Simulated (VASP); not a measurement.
# SiO2 (Im-3m) in VASP: a series of runs

Runs on SiO2. Level: r2SCAN. Tasks: single point.

Everything below comes from runs of VASP 6.6.1. Logs are shortened: lines on timing, memory, paths and dates and some standing lists are left out, and cuts for length are marked.

## 1. The cell of the first run

It takes space group Im-3m (No. 229, cubic). The conventional cell has a = 10.078 Å, b = 10.078 Å, c = 10.078 Å, α = 90.00°, β = 90.00°, γ = 90.00°. Within 2.2 Å of Si (site symmetry 3m) lie 4 O at 1.63 Å. O (site symmetry -3m) has 2 Si at 1.63 Å within 2.2 Å. Within 2.2 Å of O (site symmetry mm2) lie 2 Si at 1.63 Å.

## 2. Single point, r2SCAN (21.33 Å³/atom)

Contents of POSCAR:

```
SiO2
1.0
   -5.0392176852      5.0392176852      5.0392176852
    5.0392176852     -5.0392176852      5.0392176852
    5.0392176852      5.0392176852     -5.0392176852
Si O
8 16
Direct
    0.3129806207      0.3129806207      0.3129806207
    0.0000000000      0.3129806207      0.0000000000
    0.0000000000      0.0000000000      0.3129806207
    0.3129806207      0.0000000000      0.0000000000
    0.0000000000      0.0000000000      0.6870193793
    0.6870193793      0.0000000000      0.0000000000
    0.0000000000      0.6870193793      0.0000000000
    0.6870193793      0.6870193793      0.6870193793
    0.5000000000      0.5000000000      0.5000000000
    0.0000000000      0.5000000000      0.0000000000
    0.0000000000      0.0000000000      0.5000000000
    0.5000000000      0.0000000000      0.0000000000
    0.1863226341      0.1863226341      0.3726452681
    0.1863226341      0.3726452681      0.1863226341
    0.8136773659      0.0000000000      0.1863226341
    0.0000000000      0.8136773659      0.1863226341
    0.3726452681      0.1863226341      0.1863226341
    0.1863226341      0.8136773659      0.0000000000
    0.8136773659      0.1863226341      0.0000000000
    0.1863226341      0.0000000000      0.8136773659
    0.6273547319      0.8136773659      0.8136773659
    0.8136773659      0.6273547319      0.8136773659
    0.0000000000      0.1863226341      0.8136773659
    0.8136773659      0.8136773659      0.6273547319
```

Contents of INCAR.step1:

```
SYSTEM = SiO2
ALGO = Normal
EDIFF = 1E-4
ENCUT = 520
GGA = PE
ISMEAR = 0
LASPH = .True.
LCHARG = .False.
LREAL = Auto
LWAVE = .True.
NBANDS = 82
NELM = 100
PREC = Accurate
SIGMA = 0.02
```

Contents of INCAR.step2:

```
SYSTEM = SiO2
ALGO = Normal
EDIFF = 1E-6
ENCUT = 520
ISIF = 2
ISMEAR = 0
ISTART = 1
LASPH = .True.
LCHARG = .False.
LMIXTAU = .True.
LREAL = Auto
LWAVE = .False.
METAGGA = R2SCAN
NBANDS = 82
NELM = 100
PREC = Accurate
SIGMA = 0.02
```

Contents of KPOINTS:

```
k-points
0
Gamma
  4 4 4
  0 0 0
```

Potentials or basis: VASP PAW PBE potentials, release 64 (Si, O).

On the command line:

```
$ cat potpaw_PBE.64/Si/POTCAR potpaw_PBE.64/O/POTCAR > POTCAR
$ cp INCAR.step1 INCAR
$ mpirun -np 1 vasp_std > vasp.out
$ cp INCAR.step2 INCAR
$ mpirun -np 1 vasp_std > vasp.out
```

OUTCAR:

```text
SYSTEM = SiO2
   EDIFF = 1E-6
   ENCUT = 520
   ISIF = 2
   ISMEAR = 0
   ISTART = 1
   LASPH = .True.
   LREAL = Auto
   METAGGA = R2SCAN
   NELM = 100
   PREC = Accurate

 ion  position               nearest neighbor table
   1  0.313  0.313  0.313-   9 1.63  13 1.63  14 1.63  17 1.63
   2  0.000  0.313  0.000-  10 1.63  19 1.63  23 1.63  14 1.63
   3  0.000  0.000  0.313-  11 1.63  15 1.63  16 1.63  13 1.63
   4  0.313  0.000  0.000-  12 1.63  18 1.63  20 1.63  17 1.63
   5  0.000  0.000  0.687-  11 1.63  20 1.63  23 1.63  24 1.63
   6  0.687  0.000  0.000-  12 1.63  15 1.63  19 1.63  21 1.63
   7  0.000  0.687  0.000-  10 1.63  16 1.63  18 1.63  22 1.63
   8  0.687  0.687  0.687-   9 1.63  24 1.63  22 1.63  21 1.63
   9  0.500  0.500  0.500-   1 1.63   8 1.63
  10  0.000  0.500  0.000-   2 1.63   7 1.63
  11  0.000  0.000  0.500-   3 1.63   5 1.63
  12  0.500  0.000  0.000-   4 1.63   6 1.63
  13  0.186  0.186  0.373-   1 1.63   3 1.63
  14  0.186  0.373  0.186-   1 1.63   2 1.63
[... 8 lines left out ...]
  23  0.000  0.186  0.814-   2 1.63   5 1.63
  24  0.814  0.814  0.627-   8 1.63   5 1.63

  LATTYP: Found a body centered cubic cell.
 ALAT       =    10.0784353704

  Lattice vectors:

 A1 = (  -5.0392176852,   5.0392176852,   5.0392176852)
 A2 = (   5.0392176852,  -5.0392176852,   5.0392176852)
 A3 = (   5.0392176852,   5.0392176852,  -5.0392176852)

Analysis of symmetry for initial positions (statically):
=====================================================================
 Subroutine PRICEL returns:
 Original cell was already a primitive cell.

 Routine SETGRP: Setting up the symmetry group for a
 body centered cubic supercell.

 Subroutine GETGRP returns: Found 48 space group operations
 (whereof 48 operations were pure point group operations)
 out of a pool of 48 trial point group operations.

The static configuration has the point symmetry O_h .

Analysis of symmetry for dynamics (positions and initial velocities):
=====================================================================
 Subroutine PRICEL returns:
 Original cell was already a primitive cell.

 Routine SETGRP: Setting up the symmetry group for a
 body centered cubic supercell.

 Subroutine GETGRP returns: Found 48 space group operations
 (whereof 48 operations were pure point group operations)
 out of a pool of 48 trial point group operations.

The dynamic configuration has the point symmetry O_h .

 Subroutine INISYM returns: Found 48 space group operations
 (whereof 48 operations are pure point group operations),
 and found     1 'primitive' translations

----------------------------------------------------------------------------------------

                                     Primitive cell

  volume of cell :     511.8578

  direct lattice vectors                    reciprocal lattice vectors
    -5.039217685  5.039217685  5.039217685     0.000000000  0.099221751  0.099221751
     5.039217685 -5.039217685  5.039217685     0.099221751  0.000000000  0.099221751
     5.039217685  5.039217685 -5.039217685     0.099221751  0.099221751  0.000000000

  length of vectors
     8.728181061  8.728181061  8.728181061     0.140320745  0.140320745  0.140320745

  position of ions in fractional coordinates (direct lattice)
     0.312980621  0.312980621  0.312980621
     0.000000000  0.312980621  0.000000000
     0.000000000  0.000000000  0.312980621
     0.312980621  0.000000000  0.000000000
     0.000000000  0.000000000  0.687019379
     0.687019379  0.000000000  0.000000000
[... 16 lines left out ...]
     0.000000000  0.186322634  0.813677366
     0.813677366  0.813677366  0.627354732

  ion indices of the primitive-cell ions
   primitive index   ion index
                 1           1
                 2           2
                 3           3
                 4           4
                 5           5
                 6           6
[... 16 lines left out ...]
                23          23
                24          24

----------------------------------------------------------------------------------------

 KPOINTS: k-points

Automatic generation of k-mesh.
 Grid dimensions read from file:
 generate k-points for:    4    4    4

 Generating k-lattice:

  Cartesian coordinates                     Fractional coordinates (reciprocal lattice)
     0.000000000  0.024805438  0.024805438     0.250000000  0.000000000  0.000000000
     0.024805438  0.000000000  0.024805438     0.000000000  0.250000000  0.000000000
     0.024805438  0.024805438  0.000000000     0.000000000  0.000000000  0.250000000

  Length of vectors
     0.035080186  0.035080186  0.035080186

  Shift w.r.t. Gamma in fractional coordinates (k-lattice)
     0.000000000  0.000000000  0.000000000

 Subroutine IBZKPT returns following result:
 ===========================================

 Found      8 irreducible k-points:

 Following reciprocal coordinates:
            Coordinates               Weight
  0.000000  0.000000  0.000000      1.000000
  0.250000  0.000000  0.000000     12.000000
  0.500000  0.000000  0.000000      6.000000
  0.250000  0.250000  0.000000     24.000000
  0.250000  0.250000  0.250000      2.000000
 -0.250000  0.250000  0.250000      6.000000
  0.500000  0.500000  0.250000     12.000000
  0.500000  0.500000  0.500000      1.000000
   k-points           NKPTS =      8   k-points in BZ     NKDIM =      8   number of bands    NBANDS=     82
   number of dos      NEDOS =    301   number of ions     NIONS =     24
   total plane-waves  NPLWV = 343000
   dimension x,y,z NGX =    70 NGY =   70 NGZ =   70
   dimension x,y,z NGXF=   140 NGYF=  140 NGZF=  140
   ions per type =               8  16
   NGX,Y,Z   is equivalent  to a cutoff of  13.33, 13.33, 13.33 a.u.
   NGXF,Y,Z  is equivalent  to a cutoff of  26.67, 26.67, 26.67 a.u.
 SYSTEM =  SiO2
   PREC   = accura    normal or accurate (medium, high low for compatibility)
   ISTART =      1    job   : 0-new  1-cont  2-samecut
   ICHARG =      0    charge: 1-file 2-atom 10-const
   ISPIN  =      1    spin polarized calculation?
   LNONCOLLINEAR =      F non collinear calculations
   LSORBIT =      F    spin-orbit coupling
   LASPH  =      T    aspherical Exc in radial PAW
   ENCUT  =  520.0 eV  38.22 Ry    6.18 a.u.  16.23 16.23 16.23*2*pi/ulx,y,z
   NELM   =    100;   NELMIN=  2; NELMDL=  0     # of ELM steps
   EDIFF  = 0.1E-05   stopping-criterion for ELM
   LREAL  =      T    real-space projection
   EDIFFG = 0.1E-04   stopping-criterion for IOM
   NSW    =      0    number of steps for IOM
   IBRION =     -1    ionic relax: 0-MD 1-quasi-New 2-CG
   NFREE  =      0    steps in history (QN), initial steepest desc. (CG)
   ISIF   =      2    stress and relaxation
   ISYM   =      2    0-nonsym 1-usesym 2-fastsym
   POTIM  = 0.5000    time-step for ionic-motion
   TEBEG  =    0.0;   TEEND  =   0.0 temperature during run
   PSTRESS=    0.0 pullay stress
   NELECT =     128.0000    total number of electrons
   NUPDOWN=      -1.0000    fix difference up-down
   EMIN   =  10.00;   EMAX   =-10.00  energy-range for DOS
   EFERMI =   0.00;   METHOD = LEGACY
   ISMEAR =     0;   SIGMA  =   0.02  broadening in eV -4-tet -1-fermi 0-gaus
   EFERMI_NEDOS =   21; number of points for ismear=-14 and -15
   IALGO  =     38    algorithm
   IMIX   =      4    mixing-type and parameters
     AMIX     =   0.40;   BMIX     =  1.00
     AMIX_MAG =   1.60;   BMIX_MAG =  1.00
  volume/ion in A,a.u.               =      21.33       143.92
  Fermi-wavevector in a.u.,A,eV,Ry     =   1.031403  1.949069 14.473770  1.063792
  Thomas-Fermi vector in A             =   2.165549
   LORBIT       =      0    0 simple, 1 ext, 2 COOP (PROOUT), +10 PAW based schemes
   METAGGA = R2SCAN    functional components
   LHFCALC =     F    Hartree Fock is set to
   AEXX    =    0.0000 exact exchange contribution
   IVDW    =     0    specifies the selected vdW correction
   LEPSILON=     F    determine dielectric tensor
   LRPA    =     F    only Hartree local field effects (RPA)
 non-spin polarized calculation
 Gauss-broadening in eV      SIGMA  =   0.02
  energy-cutoff  :      520.00
  volume of cell :      511.86
 maximum number of plane-waves:     13868
 NGX is ok and might be reduce to    70
   NGX = 33   NGY = 33   NGZ = 33

 number of electron     128.0000069 magnetization

 Free energy of the ion-electron system (eV)
  ---------------------------------------------------
  ext. energy  EPLUGINS =         0.00000000
  ---------------------------------------------------
  free energy    TOTEN  =      -237.43288365 eV

  energy without entropy =     -237.43288365  energy(sigma->0) =     -237.43288365

 E-fermi :  -2.5645     XC(G=0):  -6.4711

 val. band max:       -2.7089023056   @ k =   0.0000   0.0000   0.0000
 cond. band min:       3.3871205539   @ k =   0.0000   0.0000   0.0000
 fundamental gap:      6.0960228595
 Fermi energy:        -2.5644755411

 k-point     1 :       0.0000    0.0000    0.0000
  band No.  band energies     occupation
      1     -22.9914      2.00000
      2     -22.1717      2.00000
      3     -22.1717      2.00000
      4     -22.1717      2.00000
      5     -22.1111      2.00000
      6     -22.1111      2.00000
[... 68 lines left out ...]
     75       6.9739      0.00000
     76       7.1625      0.00000

 k-point     2 :       0.2500    0.0000    0.0000
  band No.  band energies     occupation
      1     -22.9413      2.00000
      2     -22.4057      2.00000
      3     -22.3448      2.00000
      4     -22.1710      2.00000
      5     -22.1116      2.00000
      6     -21.9226      2.00000
[... 68 lines left out ...]
     75       7.1057      0.00000
     76       7.1378      0.00000

 k-point     3 :       0.5000    0.0000    0.0000
  band No.  band energies     occupation
      1     -22.8648      2.00000
      2     -22.5612      2.00000
      3     -22.4153      2.00000
      4     -22.1704      2.00000
      5     -22.1121      2.00000
      6     -21.8393      2.00000
[... 68 lines left out ...]
     75       7.3325      0.00000
     76       7.5043      0.00000

 k-point     4 :       0.2500    0.2500    0.0000
  band No.  band energies     occupation
      1     -22.8692      2.00000
      2     -22.5155      2.00000
      3     -22.4453      2.00000
      4     -22.2647      2.00000
      5     -22.0167      2.00000
      6     -21.7890      2.00000
[... 68 lines left out ...]
     75       7.3346      0.00000
     76       7.3908      0.00000

 k-point     5 :       0.2500    0.2500    0.2500
  band No.  band energies     occupation
      1     -22.8556      2.00000
      2     -22.4456      2.00000
      3     -22.4456      2.00000
      4     -22.4456      2.00000
      5     -21.7884      2.00000
      6     -21.7884      2.00000
[... 68 lines left out ...]
     75       7.1333      0.00000
     76       7.8534      0.00000

 k-point     6 :      -0.2500    0.2500    0.2500
  band No.  band energies     occupation
      1     -22.8883      2.00000
      2     -22.4449      2.00000
      3     -22.4449      2.00000
      4     -22.3084      2.00000
      5     -21.9840      2.00000
      6     -21.7897      2.00000
[... 68 lines left out ...]
     75       7.2127      0.00000
     76       7.2128      0.00000

 k-point     7 :       0.5000    0.5000    0.2500
  band No.  band energies     occupation
      1     -22.8023      2.00000
      2     -22.5609      2.00000
      3     -22.5042      2.00000
      4     -22.3517      2.00000
      5     -21.9367      2.00000
      6     -21.7067      2.00000
[... 68 lines left out ...]
     75       7.2401      0.00000
     76       7.4265      0.00000

 k-point     8 :       0.5000    0.5000    0.5000
  band No.  band energies     occupation
      1     -22.6680      2.00000
      2     -22.5605      2.00000
      3     -22.5605      2.00000
      4     -22.5605      2.00000
      5     -21.6836      2.00000
      6     -21.6165      2.00000
[... 68 lines left out ...]
     75       7.3539      0.00000
     76       7.4773      0.00000
 [bands above 76 left out]

------------------------ aborting loop because EDIFF is reached ----------------------------------------

  FORCE on cell =-STRESS in cart. coord.  units (eV):
  Direction    XX          YY          ZZ          XY          YZ          ZX
  --------------------------------------------------------------------------------------
  -------------------------------------------------------------------------------------
  Total      -17.2347779    -17.2347779    -17.2347779      0.0000000      0.0000000     -0.0000000
  in kB      -53.9469533    -53.9469533    -53.9469533      0.0000000      0.0000000     -0.0000000
  external PRESSURE =     -53.9469533 kB  Pullay stress =       0.0000000 kB

 VOLUME and BASIS-vectors are now :
 -----------------------------------------------------------------------------
  energy-cutoff  :      520.00
  volume of cell :      511.86
      direct lattice vectors                 reciprocal lattice vectors
    -5.039217685  5.039217685  5.039217685     0.000000000  0.099221751  0.099221751
     5.039217685 -5.039217685  5.039217685     0.099221751  0.000000000  0.099221751
     5.039217685  5.039217685 -5.039217685     0.099221751  0.099221751  0.000000000

 POSITION                                       TOTAL-FORCE (eV/Angst)
 -----------------------------------------------------------------------------------
      1.57718      1.57718      1.57718         0.044918      0.044918      0.044918
      1.57718     -1.57718      1.57718         0.044918     -0.044918      0.044918
      1.57718      1.57718     -1.57718         0.044918      0.044918     -0.044918
     -1.57718      1.57718      1.57718        -0.044918      0.044918      0.044918
      3.46204      3.46204     -3.46204        -0.044918     -0.044918      0.044918
     -3.46204      3.46204      3.46204         0.044918     -0.044918     -0.044918
[... 16 lines left out ...]
      5.03922      3.16138     -3.16138         0.000000      0.005097     -0.005097
      3.16138      3.16138      5.03922         0.005097      0.005097      0.000000
 -----------------------------------------------------------------------------------
    total drift:                               -0.000000     -0.000000      0.000000

  FREE ENERGIE OF THE ION-ELECTRON SYSTEM (eV)
  ---------------------------------------------------
  free  energy   TOTEN  =      -237.4328836545 eV

  energy  without entropy=     -237.4328836545  energy(sigma->0) =     -237.43288365
```

Run time: 51 min. Hardware: 1 thread of Intel Xeon Platinum 8488C (Sapphire Rapids), shared host; peak memory 0.84 GiB.

Results:

```yaml
Free_energy: -237.4329 eV
Pressure: -5.4 GPa
Largest_force: 0.078 eV/Å
Band_gap_on_the_k_mesh: 6.10 eV
```

Forces on the atoms (eV/Å):
```
Si   0.045  0.045  0.045
Si   0.045 -0.045  0.045
Si   0.045  0.045 -0.045
Si  -0.045  0.045  0.045
Si  -0.045 -0.045  0.045
Si   0.045 -0.045 -0.045
Si  -0.045  0.045 -0.045
Si  -0.045 -0.045 -0.045
O    0.000  0.000  0.000
O    0.000  0.000  0.000
O    0.000  0.000  0.000
O    0.000  0.000  0.000
O   -0.005 -0.005  0.000
O   -0.005  0.000 -0.005
O   -0.005  0.000  0.005
O    0.000 -0.005  0.005
O    0.000 -0.005 -0.005
O    0.005 -0.005  0.000
O   -0.005  0.005  0.000
O    0.005  0.000 -0.005
O    0.000  0.005  0.005
O    0.005  0.000  0.005
O    0.000  0.005 -0.005
O    0.005  0.005  0.000
```

Levels at points of the mesh, in eV from the valence-band top:
```tsv
k point	band 60	band 61	band 62	band 63	band 64	band 65	band 66	band 67	band 68	band 69
(0.00, 0.00, 0.00)	-0.99	-0.15	-0.15	-0.15	0.00	6.10	8.29	8.82	8.82	8.82
(0.50, 0.00, 0.00)	-0.48	-0.46	-0.35	-0.25	-0.01	6.92	7.44	8.34	8.68	8.81
(0.50, 0.50, 0.50)	-0.70	-0.70	-0.20	-0.20	-0.01	7.59	7.94	7.94	7.94	8.37
```

Caveat: the cell stands under tension; the PAW data sets were made with another functional, which shifts forces and pressure a little.

(Part 1 of 2 ends here.)
